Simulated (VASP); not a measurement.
Input of a VASP 6.6.1 run:

File INCAR:

```
SYSTEM = SiO2
PREC     = Accurate       ! precision mode
ENCUT    = 600            ! plane-wave cutoff, eV
EDIFF    = 1E-7           ! SCF threshold, eV
ISMEAR   = 0              ! smearing method
SIGMA    = 0.02           ! smearing width, eV
LREAL    = .False.        ! projectors in reciprocal space
LASPH    = .True.         ! aspherical terms in the spheres
NELM     = 100            ! most SCF steps
ALGO     = Normal         ! electronic algorithm
ISIF     = 3              ! what is computed and relaxed
LWAVE    = .False.        ! write WAVECAR
LCHARG   = .False.        ! write CHGCAR
GGA      = PE             ! functional
IVDW     = 12             ! dispersion correction
IBRION   = 2              ! ionic algorithm
NSW      = 100            ! ionic steps
EDIFFG   = -0.01          ! ionic threshold
```

Contents of KPOINTS:

```
regular mesh
0
Gamma
  12 12 6
  0 0 0
```

POSCAR

```
SiO2
1.0
    2.6867707959      0.0000000000      0.0000000000
   -1.3433853980      2.3268117634      0.0000000000
    0.0000000000      0.0000000000      4.6165059198
Si O
1 2
Direct
    0.0000000000      0.0000000000      0.5000000000
    0.3333333333      0.6666666667      0.6983712419
    0.6666666667      0.3333333333      0.3016287581
```

Potentials or basis: VASP PAW PBE potentials, release 64 (Si, O).

The run is started by

```console
$ cat potpaw_PBE.64/Si/POTCAR potpaw_PBE.64/O/POTCAR > POTCAR
$ mpirun -np 1 vasp_std > vasp.out
```

**Question.** Estimate the dispersion energy per atom.

**Answer.** -0.189 eV.

**Question.** Predict the space group after relaxing (to 0.1 Å).

**Answer.** P-3m1 (No. 164).

**Question.** Estimate the relaxed volume.

**Answer.** 9.49 Å³/atom.

**Question.** What does it give for the relaxed cell?

**Answer.** a = 2.689 Å, b = 2.689 Å, c = 4.547 Å, α = 90.00°, β = 90.00°, γ = 120.00°.

Final structure:
```cif
data_structure
_symmetry_space_group_name_H-M 'P 1'
_symmetry_Int_Tables_number 1
_cell_length_a 2.6889
_cell_length_b 2.6889
_cell_length_c 4.5467
_cell_angle_alpha 90.000
_cell_angle_beta 90.000
_cell_angle_gamma 120.000
_cell_volume 28.47
loop_
_atom_site_label
_atom_site_type_symbol
_atom_site_fract_x
_atom_site_fract_y
_atom_site_fract_z
_atom_site_occupancy
Si1 Si 0.00000 0.00000 0.50000 1
O1 O 0.33333 0.66667 0.70116 1
O2 O 0.66667 0.33333 0.29884 1
```
